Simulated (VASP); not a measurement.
**SiNi (WC type): single point with PBE**

The system is SiNi (WC type).

```xyz
2
Lattice="3.4866 0.0000 0.0000 -1.7433 3.0195 0.0000 0.0000 0.0000 2.4875" Properties=species:S:1:pos:R:3 pbc="T T T"
Ni    0.0000    0.0000    0.0000
Si    0.0000    2.0130    1.2437
```

```
Program                : VASP 6.6.1
Task                   : single point
Functional             : PBE
Potentials or basis    : VASP PAW PBE potentials, release 64 (Ni, Si)
Cutoff                 : 520 eV
k mesh                 : 14 × 14 × 13
Occupations            : fermi-dirac, width 0.1 eV
Spin                   : no spin polarisation
Dipole correction      : no
Further INCAR settings : ALGO = Normal; EDIFF = 1e-06; NBANDS = 14
```

```
Pressure               : 0.0 GPa
Band gap on the k mesh : zero (band 7 reaches 12.47 eV, above the bottom of band 8 at 7.70 eV)
```

Stress tensor (GPa, compression positive):
```
-0.09  0.00  0.00
 0.00 -0.09  0.00
 0.00  0.00  0.18
```

Levels at points of the mesh, in eV from the Fermi level:
```tsv
k point	band 5	band 6	band 7	band 8	band 9	band 10
(0.00, 0.00, 0.00)	-1.58	-1.58	2.66	2.66	4.89	6.29
(0.50, 0.00, 0.00)	-1.99	-1.77	-1.62	-0.70	4.48	11.33
```

It used 46 s of CPU time on 1 thread of AMD EPYC 7R13 Processor (Zen 3), with other jobs on the host.

Spin polarisation is off, so any magnetic state and its effect on volume and gap are missing.
